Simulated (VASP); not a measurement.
# ZrO2 (Fm-3m) in VASP: notebook

The runs below take ZrO2 through elastic constants, with r2SCAN.

All numbers are computed with VASP 6.6.1; they aren't measurements. Logs are shortened: lines on timing, memory, paths and dates and some standing lists are left out, and cuts for length are marked.

**1. The cell of the first run**

The structure is cubic, space group Fm-3m (No. 225). Conventional cell: a = 5.001 Å, b = 5.001 Å, c = 5.001 Å, α = 90.00°, β = 90.00°, γ = 90.00°. Within 2.9 Å of Zr (site symmetry m-3m) lie 8 O at 2.17 Å. O (site symmetry -43m) has 4 Zr at 2.17 Å and 6 O at 2.50 Å within 2.9 Å.

**2. Elastic constants, r2SCAN**

Contents of INCAR:

```
ALGO = Normal ; EDIFF = 1E-8
ENCUT = 660 ; GGA_COMPAT = False
IBRION = 6 ; ISIF = 3
ISMEAR = 0 ; KPAR = 4
LASPH = True ; LCHARG = False
LMIXTAU = True ; LREAL = False
LWAVE = False ; METAGGA = R2SCAN
NELM = 120 ; NFREE = 2
NSW = 1 ; POTIM = 0.015
PREC = Accurate ; SIGMA = 0.01
```

Contents of KPOINTS:

```
k-points
0
Gamma
  8 8 8
```

Contents of POSCAR:

```
ZrO2
1.0
    0.0000000000      2.5005914020      2.5005914020
    2.5005914020      0.0000000000      2.5005914020
    2.5005914020      2.5005914020      0.0000000000
Zr O
1 2
Direct
    0.0000000000      0.0000000000      0.0000000000
    0.2500000000      0.2500000000      0.2500000000
    0.7500000000      0.7500000000      0.7500000000
```

Potentials or basis: VASP PAW PBE potentials, release 64 (Zr_sv, O).

Command:

```bash
$ cat potpaw_PBE.64/Zr_sv/POTCAR potpaw_PBE.64/O/POTCAR > POTCAR
$ mpirun -np 4 vasp_std > vasp.out
```

OUTCAR:

```text
EDIFF = 1E-8
   ENCUT = 660
   IBRION = 6
   ISIF = 3
   ISMEAR = 0
   LASPH = True
   LREAL = False
   METAGGA = R2SCAN
   NELM = 120
   NFREE = 2
   NSW = 1
   POTIM = 0.015
   PREC = Accurate

 ion  position               nearest neighbor table
   1  0.000  0.000  0.000-   2 2.17   3 2.17   3 2.17   3 2.17   3 2.17   2 2.17   2 2.17   2 2.17

   2  0.250  0.250  0.250-   1 2.17   1 2.17   1 2.17   1 2.17
   3  0.750  0.750  0.750-   1 2.17   1 2.17   1 2.17   1 2.17

  LATTYP: Found a face centered cubic cell.
 ALAT       =     5.0011828040

  Lattice vectors:

 A1 = (   0.0000000000,   2.5005914020,   2.5005914020)
 A2 = (   2.5005914020,   0.0000000000,   2.5005914020)
 A3 = (   2.5005914020,   2.5005914020,   0.0000000000)

Analysis of symmetry for initial positions (statically):
=====================================================================
 Subroutine PRICEL returns:
 Original cell was already a primitive cell.

 Routine SETGRP: Setting up the symmetry group for a
 face centered cubic supercell.

 Subroutine GETGRP returns: Found 48 space group operations
 (whereof 48 operations were pure point group operations)
 out of a pool of 48 trial point group operations.

The static configuration has the point symmetry O_h .

Analysis of symmetry for dynamics (positions and initial velocities):
=====================================================================
 Subroutine PRICEL returns:
 Original cell was already a primitive cell.

 Routine SETGRP: Setting up the symmetry group for a
 face centered cubic supercell.

 Subroutine GETGRP returns: Found 48 space group operations
 (whereof 48 operations were pure point group operations)
 out of a pool of 48 trial point group operations.

The dynamic configuration has the point symmetry O_h .

 Subroutine INISYM returns: Found 48 space group operations
[... 795 lines left out ...]
      4     -19.0428      2.00000
      5     -10.4413      2.00000
      6      -9.6899      2.00000
[... 8 lines left out ...]
     15      14.7050      0.00000
     16      15.8959      0.00000

 [... further k-points ...]

------------------------ aborting loop because EDIFF is reached ----------------------------------------

  FORCE on cell =-STRESS in cart. coord.  units (eV):
  Direction    XX          YY          ZZ          XY          YZ          ZX
  --------------------------------------------------------------------------------------
  -------------------------------------------------------------------------------------
  Total        2.9673527      2.9632470      2.9632470      0.0000000      0.1476768      0.0000000
  in kB      152.0272930    151.8169445    151.8169445      0.0000000      7.5659719      0.0000000
  external PRESSURE =     151.8870607 kB  Pullay stress =       0.0000000 kB
[... 18 lines left out ...]
  FREE ENERGIE OF THE ION-ELECTRON SYSTEM (eV)
  ---------------------------------------------------
  free  energy   TOTEN  =       -45.7828031429 eV

  energy  without entropy=      -45.7828031429  energy(sigma->0) =      -45.78280314

 INTERNAL STRAIN TENSORS FROM STRAINED CELLS
 ============================================

 INTERNAL STRAIN TENSOR FOR ION    1 for displacements in x,y,z  (eV/Angst):
          X           Y           Z          XY          YZ          ZX
  --------------------------------------------------------------------------------
  x     0.00000    -0.00000     0.00000     0.00000    -0.00000     0.00000
  y     0.00000    -0.00000     0.00000     0.00000    -0.00000    -0.00000
  z     0.00000    -0.00000     0.00000     0.00000    -0.00000    -0.00000

 INTERNAL STRAIN TENSORS FROM DISPLACED ATOMS
 ============================================

 INTERNAL STRAIN TENSOR FOR ION    1 for displacements in x,y,z  (eV/Angst):
          X           Y           Z          XY          YZ          ZX
  --------------------------------------------------------------------------------
  x     0.00000     0.00000     0.00000     0.00000     0.00000     0.00000
  y     0.00000     0.00000     0.00000     0.00000     0.00000     0.00000
  z     0.00000     0.00000     0.00000     0.00000     0.00000     0.00000

 INTERNAL STRAIN TENSOR FOR ION    3 for displacements in x,y,z  (eV/Angst):
          X           Y           Z          XY          YZ          ZX
  --------------------------------------------------------------------------------
  x    -0.00000     0.00000     0.00000     0.00000     9.84417     0.00000
  y    -0.00000     0.00000    -0.00000     0.00000     0.00000     9.84417
  z     0.00000     0.00000    -0.00000     9.84417     0.00000     0.00000

 Eigenvectors and eigenvalues of the dynamical matrix
 ----------------------------------------------------

   1 f  =   18.621619 THz   117.003084 2PiTHz  621.150354 cm-1    77.012794 meV
             X         Y         Z           dx          dy          dz
      0.000000  0.000000  0.000000     0.000000    0.000000    0.000000
      1.250296  1.250296  1.250296    -0.175282   -0.685037   -0.000000
      3.750887  3.750887  3.750887     0.175282    0.685037    0.000000
[... 43 lines left out ...]
   9 f/i=    0.003616 THz     0.022718 2PiTHz    0.120607 cm-1     0.014953 meV
             X         Y         Z           dx          dy          dz
      0.000000  0.000000  0.000000    -0.654275    0.470872    0.301435
      1.250296  1.250296  1.250296    -0.273761    0.197022    0.126126
      3.750887  3.750887  3.750887    -0.273761    0.197022    0.126126

--------------------------------------------------------------------------------------------------------

 ELASTIC MODULI CONTR FROM IONIC RELAXATION (kBar)
 Direction    XX          YY          ZZ          XY          YZ          ZX
 --------------------------------------------------------------------------------
 XX          -0.0000      0.0000     -0.0000     -0.0000      0.0000      0.0000
 YY           0.0000     -0.0000      0.0000      0.0000     -0.0000     -0.0000
 ZZ          -0.0000      0.0000     -0.0000      0.0000     -0.0000      0.0000
 XY          -0.0000      0.0000      0.0000   -437.4087      0.0000      0.0000
 YZ           0.0000     -0.0000     -0.0000      0.0000   -437.4087      0.0000
 ZX           0.0000     -0.0000      0.0000      0.0000      0.0000   -437.4087
 --------------------------------------------------------------------------------

 TOTAL ELASTIC MODULI (kBar)
 Direction    XX          YY          ZZ          XY          YZ          ZX
 --------------------------------------------------------------------------------
 XX        6341.2572   1403.2246   1403.2246     -0.0000      0.0000     -0.0000
 YY        1403.2246   6341.2572   1403.2246      0.0000      0.0000     -0.0000
 ZZ        1403.2246   1403.2246   6341.2572     -0.0000      0.0000     -0.0000
 XY          -0.0000      0.0000     -0.0000    843.3778      0.0000      0.0000
 YZ           0.0000      0.0000      0.0000      0.0000    843.3778      0.0000
 ZX          -0.0000     -0.0000     -0.0000      0.0000      0.0000    843.3778
 --------------------------------------------------------------------------------
```

OSZICAR:

```text
N       E                     dE             d eps       ncg     rms          rms(c)
DAV:   1     0.205830518937E+03    0.20583E+03   -0.17451E+04   928   0.192E+03
DAV:   2    -0.513852788536E+02   -0.25722E+03   -0.25184E+03  1192   0.434E+02
DAV:   3    -0.614371650511E+02   -0.10052E+02   -0.10037E+02  1480   0.876E+01
[... 272 lines left out ...]
DAV:   8    -0.457828028085E+02   -0.87959E-05   -0.81978E-06  3736   0.350E-02    0.128E-03
DAV:   9    -0.457828030194E+02   -0.21087E-06   -0.58975E-07  3720   0.955E-03    0.646E-04
DAV:  10    -0.457828031159E+02   -0.96463E-07   -0.18431E-07  3584   0.556E-03    0.320E-04
DAV:  11    -0.457828031375E+02   -0.21641E-07   -0.36794E-08  3456   0.243E-03    0.142E-04
DAV:  12    -0.457828031429E+02   -0.53906E-08   -0.58048E-09  2288   0.857E-04
  17 F= -.45782803E+02 E0= -.45782803E+02  d E =-.782549E-37
```

Run time: 26 min. Hardware: 4 MPI ranks of Intel Xeon Platinum 8175M at 2.50GHz (Skylake/Cascade Lake), shared host; peak memory 0.33 GiB.

Results:

| Property | Result |
| --- | --- |
| Elastic constants C11, C12, C44 | 634, 140, 84 GPa |
| Voigt bulk modulus | 305 GPa |
| Highest phonon frequency at Γ, LO-TO splitting left out | 621 cm⁻¹ |

Phonon frequencies in cm⁻¹ (negative: imaginary):
| q point | frequencies |
| --- | --- |
| (0.000, 0.000, 0.000) | 0 0 0 304 304 304 621 621 621 |

Elastic tensor in Voigt notation (GPa, in the Cartesian axes of the cell as first typed):
```
634 140 140   0   0   0
140 634 140   0   0   0
140 140 634   0   0   0
  0   0   0  84   0   0
  0   0   0   0  84   0
  0   0   0   0   0  84
```

Clamped-ion elastic tensor (GPa):
```
634 140 140   0   0   0
140 634 140   0   0   0
140 140 634   0   0   0
  0   0   0 128   0   0
  0   0   0   0 128   0
  0   0   0   0   0 128
```

Caveat: the cell is under stress, which shifts elastic constants; the PAW data sets were made with another functional, which shifts forces and pressure a little.

**3. Elastic constants, r2SCAN**

This run uses another cell than the first one, of 10.90 Å³/atom.

Contents of INCAR:

```
PREC = Accurate
ENCUT = 660
EDIFF = 1E-8
ISMEAR = 0
SIGMA = 0.01
LREAL = F
LASPH = T
NELM = 120
ALGO = Normal
ISIF = 3
LWAVE = F
LCHARG = T
METAGGA = R2SCAN
LMIXTAU = T
IBRION = 6
NFREE = 2
POTIM = 0.015
NSW = 1
GGA_COMPAT = F
KPAR = 4
```

Contents of KPOINTS:

```
Automatic mesh
0
Gamma
  8 8 8
```

Contents of POSCAR:

```
ZrO2
1.0
    0.0000000000      2.5381814464      2.5381814464
    2.5381814464      0.0000000000      2.5381814464
    2.5381814464      2.5381814464      0.0000000000
Zr O
1 2
Direct
    0.0000000000      0.0000000000      0.0000000000
    0.2500000000      0.2500000000      0.2500000000
    0.7500000000      0.7500000000      0.7500000000
```

Potentials or basis: VASP PAW PBE potentials, release 64 (Zr_sv, O).

Command:

```bash
$ cat potpaw_PBE.64/Zr_sv/POTCAR potpaw_PBE.64/O/POTCAR > POTCAR
$ mpirun -np 4 vasp_std > vasp.out
```

OUTCAR:

```text
PREC = Accurate
   ENCUT = 660
   EDIFF = 1E-8
   ISMEAR = 0
   LREAL = F
   LASPH = T
   NELM = 120
   ISIF = 3
   METAGGA = R2SCAN
   IBRION = 6
   NFREE = 2
   POTIM = 0.015
   NSW = 1

 ion  position               nearest neighbor table
   1  0.000  0.000  0.000-   3 2.20   3 2.20   3 2.20   2 2.20   3 2.20   2 2.20   2 2.20   2 2.20

   2  0.250  0.250  0.250-   1 2.20   1 2.20   1 2.20   1 2.20
   3  0.750  0.750  0.750-   1 2.20   1 2.20   1 2.20   1 2.20

  LATTYP: Found a face centered cubic cell.
 ALAT       =     5.0763628928

  Lattice vectors:

 A1 = (   0.0000000000,   2.5381814464,   2.5381814464)
 A2 = (   2.5381814464,   0.0000000000,   2.5381814464)
 A3 = (   2.5381814464,   2.5381814464,   0.0000000000)

Analysis of symmetry for initial positions (statically):
=====================================================================
 Subroutine PRICEL returns:
 Original cell was already a primitive cell.

 Routine SETGRP: Setting up the symmetry group for a
 face centered cubic supercell.

 Subroutine GETGRP returns: Found 48 space group operations
 (whereof 48 operations were pure point group operations)
 out of a pool of 48 trial point group operations.

The static configuration has the point symmetry O_h .

Analysis of symmetry for dynamics (positions and initial velocities):
=====================================================================
 Subroutine PRICEL returns:
 Original cell was already a primitive cell.
[... 848 lines left out ...]
  FREE ENERGIE OF THE ION-ELECTRON SYSTEM (eV)
  ---------------------------------------------------
  free  energy   TOTEN  =       -45.8622851037 eV

  energy  without entropy=      -45.8622851037  energy(sigma->0) =      -45.86228510

 INTERNAL STRAIN TENSORS FROM STRAINED CELLS
 ============================================

 INTERNAL STRAIN TENSOR FOR ION    1 for displacements in x,y,z  (eV/Angst):
          X           Y           Z          XY          YZ          ZX
  --------------------------------------------------------------------------------
  x     0.00000     0.00000    -0.00000     0.00000     0.00000     0.00000
  y     0.00000     0.00000     0.00000     0.00000     0.00000    -0.00000
  z    -0.00000     0.00000    -0.00000     0.00000     0.00000    -0.00000

 INTERNAL STRAIN TENSORS FROM DISPLACED ATOMS
 ============================================

 INTERNAL STRAIN TENSOR FOR ION    1 for displacements in x,y,z  (eV/Angst):
          X           Y           Z          XY          YZ          ZX
  --------------------------------------------------------------------------------
  x     0.00000     0.00000     0.00000     0.00000     0.00000     0.00000
  y     0.00000     0.00000     0.00000     0.00000     0.00000     0.00000
  z     0.00000     0.00000     0.00000     0.00000     0.00000     0.00000

 INTERNAL STRAIN TENSOR FOR ION    3 for displacements in x,y,z  (eV/Angst):
          X           Y           Z          XY          YZ          ZX
  --------------------------------------------------------------------------------
  x     0.00000     0.00000     0.00000     0.00000     7.29503     0.00000
  y     0.00000    -0.00000     0.00000     0.00000     0.00000     7.29503
  z     0.00000     0.00000     0.00000     7.29503     0.00000     0.00000

 Eigenvectors and eigenvalues of the dynamical matrix
 ----------------------------------------------------

   1 f  =   17.438683 THz   109.570475 2PiTHz  581.691841 cm-1    72.120564 meV
             X         Y         Z           dx          dy          dz
      0.000000  0.000000  0.000000    -0.000000   -0.000000    0.000000
      1.269091  1.269091  1.269091     0.704948    0.055209    0.000000
      3.807272  3.807272  3.807272    -0.704948   -0.055209    0.000000
[... 43 lines left out ...]
   9 f/i=    0.003346 THz     0.021027 2PiTHz    0.111627 cm-1     0.013840 meV
             X         Y         Z           dx          dy          dz
      0.000000  0.000000  0.000000     0.844319    0.144972    0.082478
      1.269091  1.269091  1.269091     0.353247    0.060654    0.034507
      3.807272  3.807272  3.807272     0.353247    0.060654    0.034507

--------------------------------------------------------------------------------------------------------

 ELASTIC MODULI CONTR FROM IONIC RELAXATION (kBar)
 Direction    XX          YY          ZZ          XY          YZ          ZX
 --------------------------------------------------------------------------------
 XX          -0.0000      0.0000     -0.0000     -0.0000     -0.0000     -0.0000
 YY           0.0000     -0.0000     -0.0000     -0.0000      0.0000      0.0000
 ZZ          -0.0000     -0.0000     -0.0000     -0.0000     -0.0000      0.0000
 XY          -0.0000     -0.0000     -0.0000   -261.9091     -0.0000      0.0000
 YZ          -0.0000      0.0000     -0.0000     -0.0000   -261.9091     -0.0000
 ZX          -0.0000      0.0000      0.0000      0.0000     -0.0000   -261.9091
 --------------------------------------------------------------------------------

 TOTAL ELASTIC MODULI (kBar)
 Direction    XX          YY          ZZ          XY          YZ          ZX
 --------------------------------------------------------------------------------
 XX        5760.7569   1096.7047   1096.7047      0.0000      0.0000     -0.0000
 YY        1096.7047   5760.7569   1096.7047      0.0000      0.0000      0.0000
 ZZ        1096.7047   1096.7047   5760.7569      0.0000     -0.0000      0.0000
 XY           0.0000      0.0000      0.0000    742.4235     -0.0000      0.0000
 YZ           0.0000      0.0000     -0.0000     -0.0000    742.4235     -0.0000
 ZX          -0.0000      0.0000      0.0000      0.0000     -0.0000    742.4235
 --------------------------------------------------------------------------------
```

OSZICAR:

```text
N       E                     dE             d eps       ncg     rms          rms(c)
DAV:   1     0.204825381140E+03    0.20483E+03   -0.17204E+04   928   0.191E+03
DAV:   2    -0.513264334218E+02   -0.25615E+03   -0.25135E+03  1184   0.436E+02
DAV:   3    -0.616538558232E+02   -0.10327E+02   -0.10315E+02  1512   0.871E+01
DAV:   4    -0.618718190738E+02   -0.21796E+00   -0.21791E+00  1200   0.961E+00
[... 265 lines left out ...]
DAV:   8    -0.458622847936E+02   -0.10022E-04   -0.82452E-06  3824   0.353E-02    0.114E-03
DAV:   9    -0.458622849882E+02   -0.19462E-06   -0.54333E-07  3720   0.918E-03    0.589E-04
DAV:  10    -0.458622850609E+02   -0.72685E-07   -0.19601E-07  3584   0.575E-03    0.346E-04
DAV:  11    -0.458622850993E+02   -0.38404E-07   -0.45126E-08  3456   0.272E-03    0.147E-04
DAV:  12    -0.458622851037E+02   -0.43897E-08   -0.65866E-09  2312   0.912E-04
  17 F= -.45862285E+02 E0= -.45862285E+02  d E =-.240765-133
```

stdout:

```text
POSCAR found type information on POSCAR ZrO
 POSCAR found :  2 types and       3 ions
 scaLAPACK will be used
 -----------------------------------------------------------------------------
|                                                                             |
|                                                                             |
|     You enforced a specific xc type in the INCAR file but a different       |
|     I HOPE YOU KNOW WHAT YOU ARE DOING!                                     |
[... 32 lines left out ...]
 Finite differences progress:
 bond charge predicted
 Finite differences progress:
 bond charge predicted
 Finite differences progress:
 bond charge predicted
 Finite differences progress:
 bond charge predicted
 Finite differences progress:
 bond charge predicted
 Finite differences progress:
 bond charge predicted
 Finite differences progress:
```

It took 21 min on 4 MPI ranks of Intel Xeon Platinum 8259CL at 2.50GHz (Skylake/Cascade Lake), shared host; peak memory 0.33 GiB.

Results:

| Quantity | Value |
| --- | --- |
| Elastic constants C11, C12, C44 | 576, 110, 74 GPa |
| Voigt bulk modulus | 265 GPa |
| Highest phonon frequency at Γ, LO-TO splitting left out | 582 cm⁻¹ |

Phonon frequencies in cm⁻¹ (negative: imaginary):
```tsv
q point	frequencies
(0.000, 0.000, 0.000)	0 0 0 255 255 255 582 582 582
```

Elastic tensor in Voigt notation (GPa, in the Cartesian axes of the cell as first typed):
```
576 110 110   0   0   0
110 576 110   0   0   0
110 110 576   0   0   0
  0   0   0  74   0   0
  0   0   0   0  74   0
  0   0   0   0   0  74
```

Clamped-ion elastic tensor (GPa):
```
576 110 110   0   0   0
110 576 110   0   0   0
110 110 576   0   0   0
  0   0   0 100   0   0
  0   0   0   0 100   0
  0   0   0   0   0 100
```

Caveat: the cell is under stress, which shifts elastic constants; the PAW data sets were made with another functional, which shifts forces and pressure a little.
